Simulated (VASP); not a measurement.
Input of a VASP 6.6.1 run:

Contents of INCAR:

```
PREC = Accurate
ENCUT = 520
EDIFF = 1E-6
ISMEAR = 1
SIGMA = 0.01
LREAL = F
LASPH = T
NELM = 80
ALGO = Normal
ISIF = 2
LWAVE = F
LCHARG = F
NBANDS = 14
```

File KPOINTS:

```
regular mesh
0
Gamma
  14 14 14
```

The input POSCAR:

```
Rh
1.0
    0.0000000000      1.8776226225      1.8776226225
    1.8776226225      0.0000000000      1.8776226225
    1.8776226225      1.8776226225      0.0000000000
Rh
1
Direct
    0.0000000000      0.0000000000      0.0000000000
```

Potentials or basis: VASP PAW LDA potentials, release 64 (Rh_pv).

Launch:

```sh
$ cat potpaw_LDA.64/Rh_pv/POTCAR > POTCAR
$ mpirun -np 1 vasp_std > vasp.out
```

Question: Estimate the pressure.

Answer: 0.5 GPa.
